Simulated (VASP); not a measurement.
A run of VASP 6.6.1:

The input INCAR:

```
PREC = Accurate
ENCUT = 520
EDIFF = 1E-7
ISMEAR = -1
SIGMA = 0.08
LREAL = F
LASPH = T
NELM = 60
ALGO = Normal
ISIF = 2
LWAVE = F
LCHARG = F
LDIPOL = T
IDIPOL = 3
DIPOL = 0.5 0.5 0.500
GGA = CA
NBANDS = 51
```

The input KPOINTS:

```
regular mesh
0
Gamma
  13 13 1
```

POSCAR

```
W
1.0
    3.1348320013      0.0000000000      0.0000000000
    0.0000000000      3.1348320013      0.0000000000
    0.0000000000      0.0000000000     23.8371000000
W
6
Direct
    0.2500000000      0.2500000000      0.3356117144
    0.7500000000      0.7500000000      0.4013670287
    0.2500000000      0.2500000000      0.4671223429
    0.7500000000      0.7500000000      0.5328776571
    0.2500000000      0.2500000000      0.5986329713
    0.7500000000      0.7500000000      0.6643882856
```

Potentials or basis: VASP PAW LDA potentials, release 64 (W_sv).

Launch:

```bash
$ cat potpaw_LDA.64/W_sv/POTCAR > POTCAR
$ mpirun -np 1 vasp_std > vasp.out
```

Hardware: 1 thread of Intel(R) Xeon(R) 6975P-C (Granite Rapids) (shared host).

Problem. How long does it take, and how much memory?

Solution. It took 3.8 min on 1 thread of Intel(R) Xeon(R) 6975P-C (Granite Rapids), on a shared host, peak memory 0.4 GiB. Counts: scf iterations 29, k points 28.
